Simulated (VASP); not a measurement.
Input of a VASP 6.6.1 run:

INCAR

```
SYSTEM = HfBi3O
PREC = Accurate ; ENCUT = 520
EDIFF = 1E-6 ; ISMEAR = 0
SIGMA = 0.1 ; LREAL = .False.
LASPH = .True. ; NELM = 100
ALGO = Normal ; ISIF = 2
LWAVE = .False. ; LCHARG = .True.
GGA = PE ; LELF = .True.
LVHAR = .True. ; NBANDS = 38
```

The input KPOINTS:

```
Automatic mesh
0
Gamma
  8 8 8
  0 0 0
```

The input POSCAR:

```
HfBi3O
1.0
    5.5618095648      0.0000000000      0.0000000000
    0.0000000000      5.5618095648      0.0000000000
    0.0000000000      0.0000000000      5.6510382970
Hf Bi O
1 3 1
Direct
    0.5000000000      0.5000000000      0.5000000000
    0.5000000000      0.5000000000      0.0000000000
    0.5000000000      0.0000000000      0.5000000000
    0.0000000000      0.5000000000      0.5000000000
    0.0000000000      0.0000000000      0.5000000000
```

Potentials or basis: VASP PAW PBE potentials, release 64 (Hf_pv, Bi_d, O).

The run is started by

```bash
$ cat potpaw_PBE.64/Hf_pv/POTCAR potpaw_PBE.64/Bi_d/POTCAR potpaw_PBE.64/O/POTCAR > POTCAR
$ mpirun -np 1 vasp_std > vasp.out
```

Task: Predict the pressure.

Result: -0.1 GPa.

Task: What does it give for the band gap on the k mesh?

Result: Zero (an odd number of electrons rules out a gap without spin polarisation).

Caveat: spin-orbit coupling is left out, which moves the levels of the heavy elements; an odd number of electrons without spin polarisation forces a metal; a magnetic or distorted state may lie lower.
